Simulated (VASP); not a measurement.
Write the native input for VASP 6.6.1 that does the following.

```yaml
Task: single point
Functional: r2SCAN
Potentials_or_basis: VASP PAW PBE potentials, release 64 (Ba_sv, Te)
Cutoff: 550 eV
k_mesh: 6 × 6 × 6
Occupations: gaussian, width 0.01 eV
Spin: no spin polarisation
Dipole_correction: no
Further_INCAR_settings: ALGO = Normal; EDIFF = 1e-06; NBANDS = 15
```

The system is BaTe.

```
Ba Te
1.0
    -0.03307    3.90066    3.90066
     3.90066   -0.03307    3.90066
     3.90066    3.90066   -0.03307
Ba Te
1 1
Direct
  0.99911 0.99911 0.99911
  0.25089 0.25089 0.25089
```

This cell differs from its parent crystal: epitaxial 111 strain +0.5%.

The input as run:

POSCAR

```
BaTe
1.0
   -0.0330728676      3.9006565919      3.9006565919
    3.9006565919     -0.0330728676      3.9006565919
    3.9006565919      3.9006565919     -0.0330728676
Ba Te
1 1
Direct
   -0.0008916373     -0.0008916373     -0.0008916373
    0.2508916373      0.2508916373      0.2508916373
```

INCAR.step1

```
SYSTEM = BaTe
ALGO = Normal ; EDIFF = 1E-5
ENCUT = 550 ; GGA = PE
GGA_COMPAT = .False. ; ISMEAR = 0
LASPH = .True. ; LCHARG = .False.
LREAL = .False. ; LWAVE = .True.
NBANDS = 15 ; NELM = 120
PREC = Accurate ; SIGMA = 0.01
```

INCAR.step2

```
SYSTEM = BaTe
ALGO = Normal ; EDIFF = 1E-6
ENCUT = 550 ; GGA_COMPAT = .False.
ISIF = 2 ; ISMEAR = 0
ISTART = 1 ; LASPH = .True.
LCHARG = .True. ; LELF = .True.
LMIXTAU = .True. ; LREAL = .False.
LVHAR = .True. ; LWAVE = .False.
METAGGA = R2SCAN ; NBANDS = 15
NELM = 120 ; PREC = Accurate
SIGMA = 0.01
```

KPOINTS

```
k-points
0
Gamma
  6 6 6
  0 0 0
```

Potentials or basis: VASP PAW PBE potentials, release 64 (Ba_sv, Te).

Command:

```bash
$ cat potpaw_PBE.64/Ba_sv/POTCAR potpaw_PBE.64/Te/POTCAR > POTCAR
$ cp INCAR.step1 INCAR
$ mpirun -np 1 vasp_std > vasp.out
$ cp INCAR.step2 INCAR
$ mpirun -np 1 vasp_std > vasp.out
```

It gave:

```yaml
Pressure: 0.1 GPa
Largest_force: 0.005 eV/Å
Band_gap_on_the_k_mesh: 2.94 eV (least direct gap 3.18 eV)
```

Caveat: the cell differs from its parent crystal (epitaxial 111 strain +0.5%); the PAW data sets were made with another functional, which shifts forces and pressure a little; spin-orbit coupling is left out, which moves the levels of the heavy elements.

Wall time 3.6 min on 1 thread of Intel(R) Xeon(R) Platinum 8488C (Sapphire Rapids), with other jobs on the host, peak memory 0.31 GiB.
